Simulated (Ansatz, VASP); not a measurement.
# GaN in VASP and in Ansatz

```
Ga N
1.0
     0.00000    2.07118    2.13524
     2.07118    0.00000    2.13524
     2.07118    2.07118    0.00000
Ga N
1 1
Direct
  0.00000 0.00000 0.00000
  0.50000 0.50000 0.50000
```

Change from the starting cell: strain -0.030 along x and y, +0.000 along z, atoms carried along.

Alike in both runs: task single point; functional LDA; k mesh 14 × 14 × 14; occupations gaussian, width 0.03 eV; no spin polarisation.

```csv
,VASP,Ansatz
version,VASP 6.6.1,Ansatz 0.2.0
potentials or method,"VASP PAW LDA potentials, release 64 (Ga_d, N), cutoff 520 eV","scalar-relativistic, plane waves, PAW"
valence electrons in the cell,18,18
```

|  | VASP | Ansatz | Ansatz less VASP |
| --- | --- | --- | --- |
| gap on the k mesh at the Fermi level (eV) | 0.46 | 0.44 | -0.018 |
| least direct gap on the mesh (eV) | 3.05 | 3.02 | -0.031 |
| pressure (GPa) | 1.1 | -0.3 | -1.40 |
| traceless stress, the component that is largest in VASP (GPa) | -4.19 | -4.00 | +0.196 |

LDA's correlation is that of Perdew and Zunger in VASP and of Perdew and Wang (1992) in Ansatz.
